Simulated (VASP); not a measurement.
# AlN (Fm-3m) in VASP: further runs, part 2 of 2

VASP 6.6.1.

### Step 3. Electric field gradients, PBE (volume scaled by 0.94)

INCAR reads:

```
SYSTEM = AlN
PREC     = Accurate       ! precision mode
ENCUT    = 520            ! plane-wave cutoff, eV
EDIFF    = 1E-8           ! SCF threshold, eV
ISMEAR   = -1             ! smearing method
SIGMA    = 0.02           ! smearing width, eV
LREAL    = .False.        ! projectors in reciprocal space
LASPH    = .True.         ! aspherical terms in the spheres
NELM     = 60             ! most SCF steps
ALGO     = Normal         ! electronic algorithm
ISIF     = 2              ! what is computed and relaxed
LWAVE    = .False.        ! write WAVECAR
LCHARG   = .False.        ! write CHGCAR
GGA      = PE             ! functional
LEFG     = .True.       
NBANDS   = 11             ! bands
```

KPOINTS reads:

```
Automatic mesh
0
Gamma
  10 10 10
  0 0 0
```

POSCAR reads:

```
AlN
1.0
    0.0000000000      1.9376213230      1.9376213230
    1.9376213230      0.0000000000      1.9376213230
    1.9376213230      1.9376213230      0.0000000000
Al N
1 1
Direct
    0.0000000000      0.0000000000      0.0000000000
    0.5000000000      0.5000000000      0.5000000000
```

Potentials or basis: VASP PAW PBE potentials, release 64 (Al, N).

The run is started by

```sh
$ cat potpaw_PBE.64/Al/POTCAR potpaw_PBE.64/N/POTCAR > POTCAR
$ mpirun -np 1 vasp_std > vasp.out
```

OUTCAR:

```text
SYSTEM = AlN
   PREC = Accurate
   ENCUT = 520
   EDIFF = 1E-8
   ISMEAR = -1
   LREAL = .False.
   LASPH = .True.
   NELM = 60
   ISIF = 2
   GGA = PE

 ion  position               nearest neighbor table
   1  0.000  0.000  0.000-   2 1.94   2 1.94   2 1.94   2 1.94   2 1.94   2 1.94
   2  0.500  0.500  0.500-   1 1.94   1 1.94   1 1.94   1 1.94   1 1.94   1 1.94

  LATTYP: Found a face centered cubic cell.
 ALAT       =     3.8752426460

  Lattice vectors:

 A1 = (   0.0000000000,   1.9376213230,   1.9376213230)
 A2 = (   1.9376213230,   0.0000000000,   1.9376213230)
 A3 = (   1.9376213230,   1.9376213230,   0.0000000000)

Analysis of symmetry for initial positions (statically):
=====================================================================
 Subroutine PRICEL returns:
 Original cell was already a primitive cell.

 Routine SETGRP: Setting up the symmetry group for a
 face centered cubic supercell.

[... 524 lines left out ...]
      direct lattice vectors                 reciprocal lattice vectors
     0.000000000  1.937621323  1.937621323    -0.258048358  0.258048358  0.258048358
     1.937621323  0.000000000  1.937621323     0.258048358 -0.258048358  0.258048358
     1.937621323  1.937621323  0.000000000     0.258048358  0.258048358 -0.258048358

 POSITION                                       TOTAL-FORCE (eV/Angst)
 -----------------------------------------------------------------------------------
      0.00000      0.00000      0.00000        -0.000000      0.000000     -0.000000
      1.93762      1.93762      1.93762         0.000000     -0.000000      0.000000
 -----------------------------------------------------------------------------------
    total drift:                                0.000000      0.000000      0.000000

  FREE ENERGIE OF THE ION-ELECTRON SYSTEM (eV)
  ---------------------------------------------------
  free  energy   TOTEN  =       -14.2309317084 eV

  energy  without entropy=      -14.2309317084  energy(sigma->0) =      -14.23093171

 Electric field gradients (V/A^2)
---------------------------------------------------------------------
 ion       V_xx      V_yy      V_zz      V_xy      V_xz      V_yz
---------------------------------------------------------------------
   1       0.000     0.000    -0.000    -0.000    -0.000    -0.000
   2       0.000    -0.000    -0.000     0.001     0.001     0.001
---------------------------------------------------------------------

 Electric field gradients after diagonalization (V/A^2)
 (convention: |V_zz| > |V_xx| > |V_yy|)
----------------------------------------------------------------------
 ion       V_xx      V_yy      V_zz     asymmetry (V_yy - V_xx)/ V_zz
----------------------------------------------------------------------
   1       0.000     0.000    -0.000       0.000
   2      -0.001    -0.001     0.003       0.000
----------------------------------------------------------------------

           NMR quadrupolar parameters

 Cq : quadrupolar parameter    Cq=e*Q*V_zz/h
 eta: asymmetry parameters     (V_yy - V_xx)/ V_zz
 Q  : nuclear electric quadrupole moment in mb (millibarn)
----------------------------------------------------------------------
 ion       Cq(MHz)       eta       Q (mb)
----------------------------------------------------------------------
   1      -0.000       0.000       1.000
   2       0.000       0.000       1.000
----------------------------------------------------------------------
```

It took 7.5 s on 1 thread of AMD EPYC 9R45 (Zen 5), shared host; peak memory 0.09 GiB.

What came out:

- Free energy: -14.2309 eV
- Pressure: 49.4 GPa
- Band gap on the k mesh: 5.05 eV, indirect (least direct gap 7.64 eV)

Caveat: without QUAD_EFG the Cq values of the log hold for a quadrupole moment of 1 mb, not for the nuclei. A k mesh can miss the band edges.

### Step 4. Electric field gradients, PBE (volume scaled by 0.98)

INCAR reads:

```
PREC = Accurate
ENCUT = 520
EDIFF = 1E-8
ISMEAR = -1
SIGMA = 0.02
LREAL = False
LASPH = True
NELM = 80
ALGO = Normal
ISIF = 2
LWAVE = False
LCHARG = False
GGA = PE
LEFG = True
NBANDS = 11
```

KPOINTS reads:

```
Automatic mesh
0
Gamma
  10 10 10
```

POSCAR reads:

```
AlN
1.0
    0.0000000000      1.9647244322      1.9647244322
    1.9647244322      0.0000000000      1.9647244322
    1.9647244322      1.9647244322      0.0000000000
Al N
1 1
Direct
    0.0000000000      0.0000000000      0.0000000000
    0.5000000000      0.5000000000      0.5000000000
```

Potentials or basis: VASP PAW PBE potentials, release 64 (Al, N).

The run is started by

```sh
$ cat potpaw_PBE.64/Al/POTCAR potpaw_PBE.64/N/POTCAR > POTCAR
$ mpirun -np 1 vasp_std > vasp.out
```

OUTCAR:

```text
PREC = Accurate
   ENCUT = 520
   EDIFF = 1E-8
   ISMEAR = -1
   LREAL = False
   LASPH = True
   NELM = 80
   ISIF = 2
   GGA = PE

 ion  position               nearest neighbor table
   1  0.000  0.000  0.000-   2 1.96   2 1.96   2 1.96   2 1.96   2 1.96   2 1.96
   2  0.500  0.500  0.500-   1 1.96   1 1.96   1 1.96   1 1.96   1 1.96   1 1.96

  LATTYP: Found a face centered cubic cell.
 ALAT       =     3.9294488644

  Lattice vectors:

 A1 = (   0.0000000000,   1.9647244322,   1.9647244322)
 A2 = (   1.9647244322,   0.0000000000,   1.9647244322)
 A3 = (   1.9647244322,   1.9647244322,   0.0000000000)

Analysis of symmetry for initial positions (statically):
[... 546 lines left out ...]
  free  energy   TOTEN  =       -14.3887303454 eV

  energy  without entropy=      -14.3887303454  energy(sigma->0) =      -14.38873035

 Electric field gradients (V/A^2)
---------------------------------------------------------------------
 ion       V_xx      V_yy      V_zz      V_xy      V_xz      V_yz
---------------------------------------------------------------------
   1       0.000    -0.000     0.000     0.000     0.000     0.000
   2       0.000    -0.000     0.000     0.000     0.000     0.000
---------------------------------------------------------------------

 Electric field gradients after diagonalization (V/A^2)
 (convention: |V_zz| > |V_xx| > |V_yy|)
----------------------------------------------------------------------
 ion       V_xx      V_yy      V_zz     asymmetry (V_yy - V_xx)/ V_zz
----------------------------------------------------------------------
   1      -0.000    -0.000     0.000       0.000
   2      -0.000    -0.000     0.001       0.000
----------------------------------------------------------------------

           NMR quadrupolar parameters

 Cq : quadrupolar parameter    Cq=e*Q*V_zz/h
 eta: asymmetry parameters     (V_yy - V_xx)/ V_zz
 Q  : nuclear electric quadrupole moment in mb (millibarn)
----------------------------------------------------------------------
 ion       Cq(MHz)       eta       Q (mb)
----------------------------------------------------------------------
   1       0.000       0.000       1.000
   2       0.000       0.000       1.000
----------------------------------------------------------------------
```

Wall time 11 s (1 thread of AMD EPYC 9R45 (Zen 5), shared host); peak memory 0.1 GiB.

What came out:

```yaml
Free_energy: -14.3887 eV
Pressure: 32.5 GPa
Band_gap_on_the_k_mesh: 5.15 eV, indirect (least direct gap 6.97 eV)
```

Levels at points of the mesh, in eV from the valence-band top:
```
           k point  band 2  band 3  band 4  band 5  band 6  band 7
(0.00, 0.00, 0.00)    0.00    0.00    0.00    6.97   12.44   12.44
(0.50, 0.00, 0.00)   -8.87   -1.25   -1.25    6.69   11.71   11.71
(0.50, 0.50, 0.00)   -7.97   -3.03   -3.03    5.15    5.46   15.13
```

Caveat: without QUAD_EFG the Cq values of the log hold for a quadrupole moment of 1 mb, not for the nuclei.

### Step 5. Overview

| cell | gap on the mesh (eV) | pressure (GPa) |
| --- | --- | --- |
| a = 2.797 Å, angles 60.0°, 2 atoms | 5.19 | 25.2 |
| a = 2.740 Å, angles 60.0°, 2 atoms | 5.05 | 49.4 |
| a = 2.779 Å, angles 60.0°, 2 atoms | 5.15 | 32.5 |

Alike in all rows: task electric field gradients; level PBE; potentials or basis VASP PAW PBE potentials, release 64 (Al, N); no spin polarisation; k mesh 10 × 10 × 10; cutoff (eV) 520; smearing fermi-dirac 0.02 eV.

Absolute energies hang on the potentials; compare differences alone.
